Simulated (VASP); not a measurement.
# Cr in VASP: notebook

Aim: see how the results for Cr move with the level of theory and the settings. Levels: PBEsol, PBE. Tasks: single point.

All numbers are computed with VASP 6.6.1; they aren't measurements. Logs are shortened: lines on timing, memory, paths and dates and some standing lists are left out, and cuts for length are marked.

## (1) The cell of the first run

The cell holds a slab with vacuum, 7 atoms: a = 2.814 Å, b = 2.437 Å, c = 27.940 Å, α = 90.00°, β = 90.00°, γ = 54.74°.

## (2) Single point, PBEsol

INCAR reads:

```
SYSTEM = Cr
ALGO = Normal
DIPOL = 0.5 0.5 0.500
EDIFF = 1E-6
ENCUT = 400
GGA = PS
GGA_COMPAT = .False.
IDIPOL = 3
ISIF = 2
ISMEAR = -1
LASPH = .True.
LCHARG = .True.
LDIPOL = .True.
LELF = .True.
LREAL = .False.
LVACPOTAV = .True.
LVHAR = .True.
LWAVE = .False.
NBANDS = 51
NELM = 120
NELMDL = -8
PREC = Accurate
SIGMA = 0.03
```

KPOINTS reads:

```
k-points
0
Gamma
  16 16 1
  0 0 0
```

POSCAR reads:

```
Cr
1.0
    2.8144022940      0.0000000000      0.0000000000
    1.4072011470      1.9900829470      0.0000000000
    0.0000000000      0.0000000000     27.9404976810
Cr
7
Direct
    0.0000000000      0.0000000000      0.2863227453
    0.5000000000      0.0000000000      0.3575484968
    0.0000000000      0.0000000000      0.4287742484
    0.5000000000      0.0000000000      0.5000000000
    0.0000000000      0.0000000000      0.5712257516
    0.5000000000      0.0000000000      0.6424515032
    0.0000000000      0.0000000000      0.7136772547
```

Potentials or basis: VASP PAW PBE potentials, release 64 (Cr_pv).

Started as:

```bash
$ cat potpaw_PBE.64/Cr_pv/POTCAR > POTCAR
$ mpirun -np 1 vasp_std > vasp.out
```

OUTCAR:

```text
SYSTEM = Cr
   EDIFF = 1E-6
   ENCUT = 400
   GGA = PS
   ISIF = 2
   ISMEAR = -1
   LASPH = .True.
   LREAL = .False.
   NELM = 120
   NELMDL = -8
   PREC = Accurate

 ion  position               nearest neighbor table
   1  0.000  0.000  0.286-   2 2.44   2 2.44   2 2.81   2 2.81
   2  0.500  0.000  0.358-   1 2.44   1 2.44   3 2.44   3 2.44   1 2.81   1 2.81   3 2.81   3 2.81

   3  0.000  0.000  0.429-   4 2.44   4 2.44   2 2.44   2 2.44   4 2.81   4 2.81   2 2.81   2 2.81

   4  0.500  0.000  0.500-   3 2.44   5 2.44   3 2.44   5 2.44   3 2.81   5 2.81   3 2.81   5 2.81

   5  0.000  0.000  0.571-   4 2.44   4 2.44   6 2.44   6 2.44   4 2.81   4 2.81   6 2.81   6 2.81

   6  0.500  0.000  0.642-   7 2.44   7 2.44   5 2.44   5 2.44   7 2.81   7 2.81   5 2.81   5 2.81

   7  0.000  0.000  0.714-   6 2.44   6 2.44   6 2.81   6 2.81

  LATTYP: Found a base centered orthorhombic cell.
 ALAT       =     2.8144022940
 B/A-ratio  =     1.4142135623
 C/A-ratio  =     9.9276843757

  Lattice vectors:

 A1 = (   1.4072011470,  -1.9900829470,   0.0000000000)
 A2 = (   1.4072011470,   1.9900829470,   0.0000000000)
 A3 = (   0.0000000000,   0.0000000000,  27.9404976810)

Analysis of symmetry for initial positions (statically):
=====================================================================
 Subroutine PRICEL returns:
 Original cell was already a primitive cell.

 Routine SETGRP: Setting up the symmetry group for a
 base centered orthorhombic supercell.

 Subroutine GETGRP returns: Found  8 space group operations
 (whereof  8 operations were pure point group operations)
 out of a pool of  8 trial point group operations.

The static configuration has the point symmetry D_2h.

Analysis of symmetry for dynamics (positions and initial velocities):
=====================================================================
 Subroutine PRICEL returns:
 Original cell was already a primitive cell.

 Routine SETGRP: Setting up the symmetry group for a
 base centered orthorhombic supercell.

 Subroutine GETGRP returns: Found  8 space group operations
 (whereof  8 operations were pure point group operations)
 out of a pool of  8 trial point group operations.

[... 111 lines left out ...]
   LREAL  =      F    real-space projection
   EDIFFG = 0.1E-04   stopping-criterion for IOM
   NSW    =      0    number of steps for IOM
   IBRION =     -1    ionic relax: 0-MD 1-quasi-New 2-CG
   NFREE  =      0    steps in history (QN), initial steepest desc. (CG)
   ISIF   =      2    stress and relaxation
   ISYM   =      2    0-nonsym 1-usesym 2-fastsym
   POTIM  = 0.5000    time-step for ionic-motion
   TEBEG  =    0.0;   TEEND  =   0.0 temperature during run
   PSTRESS=    0.0 pullay stress
   NELECT =      84.0000    total number of electrons
   NUPDOWN=      -1.0000    fix difference up-down
   EMIN   =  10.00;   EMAX   =-10.00  energy-range for DOS
   EFERMI =   0.00;   METHOD = LEGACY
   ISMEAR =    -1;   SIGMA  =   0.03  broadening in eV -4-tet -1-fermi 0-gaus
   EFERMI_NEDOS =   21; number of points for ismear=-14 and -15
   IALGO  =     38    algorithm
   IMIX   =      4    mixing-type and parameters
     AMIX     =   0.40;   BMIX     =  1.00
     AMIX_MAG =   1.60;   BMIX_MAG =  1.00
  volume/ion in A,a.u.               =      22.36       150.87
  Fermi-wavevector in a.u.,A,eV,Ry     =   1.330467  2.514218 24.084249  1.770142
  Thomas-Fermi vector in A             =   2.459552
   LORBIT       =      0    0 simple, 1 ext, 2 COOP (PROOUT), +10 PAW based schemes
   GGA     = PS    functional components
   LHFCALC =     F    Hartree Fock is set to
   AEXX    =    0.0000 exact exchange contribution
   IVDW    =     0    specifies the selected vdW correction
   LEPSILON=     F    determine dielectric tensor
   LRPA    =     F    only Hartree local field effects (RPA)
 non-spin polarized calculation
  energy-cutoff  :      400.00
  volume of cell :      156.49
 maximum number of plane-waves:      2938
   NGX =  9   NGY =  7   NGZ = 91

 dipolmoment           0.000000      0.000000     -0.000000 electrons x Angstroem

 number of electron      83.9999948 magnetization

 dipolmoment           0.000000      0.000000      0.000000 electrons x Angstroem

 Free energy of the ion-electron system (eV)
  ---------------------------------------------------
  ext. energy  EPLUGINS =         0.00000000
  ---------------------------------------------------
  free energy    TOTEN  =       -69.15333565 eV

  energy without entropy =      -69.13170761  energy(sigma->0) =      -69.14252163

 E-fermi :   3.2542     XC(G=0):  -7.7988

 val. band max:        3.2537662340   @ k =  -0.1250   0.1250   0.0000
 cond. band min:       3.2558024154   @ k =  -0.3750   0.2500   0.0000
 fundamental gap:      0.0020361814
 Fermi energy:         3.2542128166

 k-point     1 :       0.0000    0.0000    0.0000
  band No.  band energies     occupation
      1     -40.2825      2.00000
      2     -40.1619      2.00000
      3     -39.9875      2.00000
      4     -39.7708      2.00000
      5     -39.6058      2.00000
      6     -39.5831      2.00000
[... 1285 lines left out ...]
     50       3.9179      0.00000
     51       4.1108      0.00000

 [... further k-points ...]

------------------------ aborting loop because EDIFF is reached ----------------------------------------

  FORCE on cell =-STRESS in cart. coord.  units (eV):
  Direction    XX          YY          ZZ          XY          YZ          ZX
  --------------------------------------------------------------------------------------
  -------------------------------------------------------------------------------------
  Total       -4.1665259     -4.8670236     -2.8769368     -0.0000000      0.0000000      0.0000000
  in kB      -42.6572817    -49.8290430    -29.4543479     -0.0000000      0.0000000      0.0000000
  external PRESSURE =     -40.6468909 kB  Pullay stress =       0.0000000 kB

 VOLUME and BASIS-vectors are now :
 -----------------------------------------------------------------------------
  energy-cutoff  :      400.00
  volume of cell :      156.49
      direct lattice vectors                 reciprocal lattice vectors
     2.814402294  0.000000000  0.000000000     0.355315231 -0.251245809  0.000000000
     1.407201147  1.990082947  0.000000000     0.000000000  0.502491618  0.000000000
     0.000000000  0.000000000 27.940497681     0.000000000  0.000000000  0.035790343

 POSITION                                       TOTAL-FORCE (eV/Angst)
 -----------------------------------------------------------------------------------
      0.00000      0.00000      8.00000        -0.000000      0.000000      0.496097
      1.40720      0.00000      9.99008        -0.000000     -0.000000     -0.472619
      0.00000      0.00000     11.98017         0.000000      0.000000     -0.009458
      1.40720      0.00000     13.97025        -0.000000      0.000000      0.000000
      0.00000      0.00000     15.96033        -0.000000      0.000000      0.009458
      1.40720      0.00000     17.95041        -0.000000      0.000000      0.472619
      0.00000      0.00000     19.94050         0.000000      0.000000     -0.496097
 -----------------------------------------------------------------------------------
    total drift:                                0.000000      0.000000      0.000000

  FREE ENERGIE OF THE ION-ELECTRON SYSTEM (eV)
  ---------------------------------------------------
  free  energy   TOTEN  =       -69.1533356532 eV

  energy  without entropy=      -69.1317076085  energy(sigma->0) =      -69.14252163

 vacuum level on the upper side and lower side of the slab         8.274         8.274
```

It took 28 min on 1 thread of Intel Xeon 8259CL, shared host; peak memory 0.41 GiB.

Results:

- Free energy: -69.1533 eV
- Largest force: 0.496 eV/Å
- Band gap on the k mesh: zero (bands 42 and 43 overlap by 1.67 eV)

Forces on the atoms (eV/Å):
```
Cr   0.000  0.000  0.496
Cr   0.000  0.000 -0.473
Cr   0.000  0.000 -0.009
Cr   0.000  0.000  0.000
Cr   0.000  0.000  0.009
Cr   0.000  0.000  0.473
Cr   0.000  0.000 -0.496
```

Caveat: the PAW data sets were made with another functional, which shifts forces and pressure a little; the run has no spin polarisation, though such a crystal can be magnetic.

## (3) Single point, PBE

This run uses another cell than the first one.

INCAR reads:

```
  PREC = Accurate
  ENCUT = 400
  EDIFF = 1E-6
  ISMEAR = 1
  SIGMA = 0.1
  LREAL = F
  LASPH = T
  NELM = 120
  ALGO = Normal
  ISIF = 2
  LWAVE = F
  LCHARG = F
  LDIPOL = T
  IDIPOL = 3
  DIPOL = 0.5 0.5 0.500
  GGA = PE
  NBANDS = 51
  GGA_COMPAT = F
  NELMDL = -8
```

KPOINTS reads:

```
regular mesh
0
Gamma
  16 16 1
```

POSCAR reads:

```
Cr
1.0
    2.8479563420      0.0000000000      0.0000000000
    1.4239781710      2.0138092420      0.0000000000
    0.0000000000      0.0000000000     28.0828554510
Cr
7
Direct
    0.0000000000      0.0000000000      0.2874856692
    0.5000000000      0.0000000000      0.3561264573
    0.0000000000      0.0000000000      0.4282772538
    0.5000000000      0.0000000000      0.5000000015
    0.0000000000      0.0000000000      0.5717227467
    0.5000000000      0.0000000000      0.6438735421
    0.0000000000      0.0000000000      0.7125143293
```

Potentials or basis: VASP PAW PBE potentials, release 64 (Cr_pv).

Started as:

```bash
$ cat potpaw_PBE.64/Cr_pv/POTCAR > POTCAR
$ mpirun -np 1 vasp_std > vasp.out
```

OUTCAR:

```text
PREC = Accurate
   ENCUT = 400
   EDIFF = 1E-6
   ISMEAR = 1
   LREAL = F
   LASPH = T
   NELM = 120
   ISIF = 2
   GGA = PE
   NELMDL = -8

 ion  position               nearest neighbor table
   1  0.000  0.000  0.287-   2 2.40   2 2.40   2 2.79   2 2.79
   2  0.500  0.000  0.356-   1 2.40   1 2.40   3 2.48   3 2.48   1 2.79   1 2.79   3 2.86   3 2.86

   3  0.000  0.000  0.428-   4 2.47   4 2.47   2 2.48   2 2.48   4 2.85   4 2.85   2 2.86   2 2.86

   4  0.500  0.000  0.500-   5 2.47   5 2.47   3 2.47   3 2.47   5 2.85   5 2.85   3 2.85   3 2.85

   5  0.000  0.000  0.572-   4 2.47   4 2.47   6 2.48   6 2.48   4 2.85   4 2.85   6 2.86   6 2.86

   6  0.500  0.000  0.644-   7 2.40   7 2.40   5 2.48   5 2.48   7 2.79   7 2.79   5 2.86   5 2.86

   7  0.000  0.000  0.713-   6 2.40   6 2.40   6 2.79   6 2.79

  LATTYP: Found a base centered orthorhombic cell.
 ALAT       =     2.8479563420
 B/A-ratio  =     1.4142135624
 C/A-ratio  =     9.8607043362

  Lattice vectors:

 A1 = (   1.4239781710,  -2.0138092420,   0.0000000000)
 A2 = (   1.4239781710,   2.0138092420,   0.0000000000)
 A3 = (   0.0000000000,   0.0000000000,  28.0828554510)

Analysis of symmetry for initial positions (statically):
=====================================================================
 Subroutine PRICEL returns:
 Original cell was already a primitive cell.

 Routine SETGRP: Setting up the symmetry group for a
 base centered orthorhombic supercell.

 Subroutine GETGRP returns: Found  8 space group operations
 (whereof  8 operations were pure point group operations)
 out of a pool of  8 trial point group operations.

The static configuration has the point symmetry D_2h.

Analysis of symmetry for dynamics (positions and initial velocities):
=====================================================================
[... 147 lines left out ...]
   AEXX    =    0.0000 exact exchange contribution
   IVDW    =     0    specifies the selected vdW correction
   LEPSILON=     F    determine dielectric tensor
   LRPA    =     F    only Hartree local field effects (RPA)
 non-spin polarized calculation
 Methfessel and Paxton  Order N= 1 SIGMA  =   0.10
  energy-cutoff  :      400.00
  volume of cell :      161.06
 maximum number of plane-waves:      3002
   NGX =  9   NGY =  9   NGZ = 91

 dipolmoment           0.000000      0.000000     -0.000000 electrons x Angstroem

 number of electron      84.0000072 magnetization

 dipolmoment           0.000000      0.000000      0.000000 electrons x Angstroem

 Free energy of the ion-electron system (eV)
  ---------------------------------------------------
  ext. energy  EPLUGINS =         0.00000000
  ---------------------------------------------------
  free energy    TOTEN  =       -64.27215875 eV

  energy without entropy =      -64.26832241  energy(sigma->0) =      -64.27087997

 E-fermi :   3.2149     XC(G=0):  -7.6104

 val. band max:        3.2145775362   @ k =  -0.1875   0.3125   0.0000
 cond. band min:       3.2166056708   @ k =  -0.1250   0.1250   0.0000
 fundamental gap:      0.0020281346
 Fermi energy:         3.2148557335

 k-point     1 :       0.0000    0.0000    0.0000
  band No.  band energies     occupation
      1     -40.4020      2.00000
      2     -40.3133      2.00000
      3     -40.1642      2.00000
      4     -39.9430      2.00000
      5     -39.8014      2.00000
      6     -39.7748      2.00000
[... 1285 lines left out ...]
     50       3.8633     -0.00000
     51       4.0595     -0.00000

 [... further k-points ...]

------------------------ aborting loop because EDIFF is reached ----------------------------------------

 vacuum level on the upper side and lower side of the slab       (xc-potential included)        -0.193        -0.193

  FORCE on cell =-STRESS in cart. coord.  units (eV):
  Direction    XX          YY          ZZ          XY          YZ          ZX
  --------------------------------------------------------------------------------------
  -------------------------------------------------------------------------------------
  Total       -3.0706564     -2.9447712     -0.9656093     -0.0000000      0.0000000      0.0000000
  in kB      -30.5456156    -29.2933618     -9.6054809     -0.0000000      0.0000000      0.0000000
  external PRESSURE =     -23.1481528 kB  Pullay stress =       0.0000000 kB

 VOLUME and BASIS-vectors are now :
 -----------------------------------------------------------------------------
  energy-cutoff  :      400.00
  volume of cell :      161.06
      direct lattice vectors                 reciprocal lattice vectors
     2.847956342  0.000000000  0.000000000     0.351128978 -0.248285681  0.000000000
     1.423978171  2.013809242  0.000000000     0.000000000  0.496571363  0.000000000
     0.000000000  0.000000000 28.082855451     0.000000000  0.000000000  0.035608915

 POSITION                                       TOTAL-FORCE (eV/Angst)
 -----------------------------------------------------------------------------------
      0.00000      0.00000      8.07342         0.000000      0.000000      0.010571
      1.42398      0.00000     10.00105        -0.000000      0.000000      0.005538
      0.00000      0.00000     12.02725        -0.000000      0.000000     -0.002795
      1.42398      0.00000     14.04143         0.000000      0.000000      0.000000
      0.00000      0.00000     16.05561        -0.000000     -0.000000      0.002795
      1.42398      0.00000     18.08181         0.000000      0.000000     -0.005538
      0.00000      0.00000     20.00944        -0.000000      0.000000     -0.010571
 -----------------------------------------------------------------------------------
    total drift:                                0.000000     -0.000000      0.000004

  FREE ENERGIE OF THE ION-ELECTRON SYSTEM (eV)
  ---------------------------------------------------
  free  energy   TOTEN  =       -64.2721587528 eV

  energy  without entropy=      -64.2683224125  energy(sigma->0) =      -64.27087997

 vacuum level on the upper side and lower side of the slab         7.852         7.852
```

stdout:

```text
POSCAR found type information on POSCAR Cr
 POSCAR found :  1 types and       7 ions
 scaLAPACK will be used
 LDA part: xc-table for (Slater+PW92), standard interpolation
 POSCAR, INCAR and KPOINTS ok, starting setup
 FFT: planning ... GRIDC
 FFT: planning ... GRID_SOFT
 FFT: planning ... GRID
 WAVECAR not read
 entering main loop
```

Wall time 27 min (1 thread of Intel Xeon 8259CL, shared host); peak memory 0.43 GiB.

Results:

```yaml
Free_energy: -64.2722 eV
Largest_force: 0.011 eV/Å
Band_gap_on_the_k_mesh: zero (bands 42 and 43 overlap by 1.61 eV)
```

Forces on the atoms (eV/Å):
```
Cr   0.000  0.000  0.011
Cr   0.000  0.000  0.006
Cr   0.000  0.000 -0.003
Cr   0.000  0.000  0.000
Cr   0.000  0.000  0.003
Cr   0.000  0.000 -0.006
Cr   0.000  0.000 -0.011
```

Caveat: the run has no spin polarisation, though such a crystal can be magnetic. Spin polarisation is off, so any magnetic state and its effect on volume and gap are missing.
